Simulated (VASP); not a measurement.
RbBa3: single point with LDA

Crystal: RbBa3.

```
Rb Ba
1.0
     0.00000   10.36231   10.36231
     5.18116    0.00000    5.18116
     5.18116    5.18116    0.00000
Rb Ba
2 6
Direct
  0.00000 0.00000 0.00000
  0.50000 0.00000 0.00000
  0.12500 0.25000 0.25000
  0.37500 0.75000 0.75000
  0.25000 0.50000 0.50000
  0.62500 0.25000 0.25000
  0.87500 0.75000 0.75000
  0.75000 0.50000 0.50000
```

```json
{
  "Program": "VASP 6.6.1",
  "Task": "single point",
  "Functional": "LDA",
  "Potentials or basis": "VASP PAW LDA potentials, release 64 (Rb_sv, Ba_sv)",
  "Cutoff": "500 eV",
  "k mesh": "2 × 4 × 4",
  "Occupations": "gaussian, width 0.1 eV",
  "Spin": "no spin polarisation"
}
```

| Property | Result |
| --- | --- |
| Pressure | -0.9 GPa |
| Band gap on the k mesh | zero (bands 39 and 40 overlap by 0.45 eV) |

Levels at points of the mesh, in eV from the Fermi level:
```csv
k point,band 35,band 36,band 37,band 38,band 39,band 40,band 41,band 42
"(0.00, 0.00, 0.00)",-1.08,-0.16,-0.16,0.28,0.28,0.36,0.46,0.46
"(0.50, 0.00, 0.00)",-0.03,-0.03,0.02,0.02,0.02,0.02,0.29,0.29
"(0.00, 0.50, 0.00)",-0.95,-0.78,-0.64,-0.60,0.28,0.28,0.36,0.62
"(0.50, 0.50, 0.00)",-0.77,-0.77,-0.29,-0.29,-0.17,-0.17,0.42,0.42
```

Run time: 3.7 min on 1 thread of Intel(R) Xeon(R) Platinum 8375C CPU @ 2.90GHz (Ice Lake), on a shared host, peak memory 0.55 GiB.

Caveat: spin-orbit coupling is left out, which moves the levels of the heavy elements.
